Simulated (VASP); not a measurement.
Pd: single point with PBE

The system is Pd.

```
CELL_PARAMETERS angstrom
-2.27720 2.27720 1.22223
2.27720 -2.27720 1.22223
2.27720 2.27720 -1.22223
ATOMIC_POSITIONS crystal
Pd 0.62500 0.87500 0.75000
Pd 0.37500 0.12500 0.25000
```

```yaml
Program: VASP 6.6.1
Task: single point
Functional: PBE
Potentials_or_basis: VASP PAW PBE potentials, release 64 (Pd)
Cutoff: 520 eV
k_mesh: 16 × 16 × 16
Occupations: fermi-dirac, width 0.05 eV
Spin: no spin polarisation
Dipole_correction: no
Further_INCAR_settings: ALGO = Normal; EDIFF = 1e-07; NBANDS = 17
```

The pressure is 83.4 GPa and the band gap on the k mesh is zero (bands 10 and 11 overlap by 1.82 eV).

Stress tensor (GPa, compression positive):
```
83.07  0.00  0.00
 0.00 83.07  0.00
 0.00  0.00 83.96
```

Levels at points of the mesh, in eV from the Fermi level:
```tsv
k point	band 7	band 8	band 9	band 10	band 11	band 12	band 13	band 14
(0.00, 0.00, 0.00)	-1.71	-1.66	-1.66	0.15	1.37	6.80	6.80	15.87
(0.50, 0.00, 0.00)	-1.49	-1.39	-0.38	-0.26	2.92	7.19	9.21	9.57
(0.50, 0.50, 0.00)	-1.87	-1.87	-0.85	-0.85	-0.36	-0.36	13.95	13.95
(0.50, 0.50, 0.50)	-1.45	-1.45	-1.37	-1.37	-0.41	-0.41	7.38	7.38
```

It took 2.3 min on 1 thread of AMD EPYC 7R43 64-Core Processor (Zen 3), with other jobs on the host, peak memory 0.22 GiB.

Caveat: the cell stands under pressure.
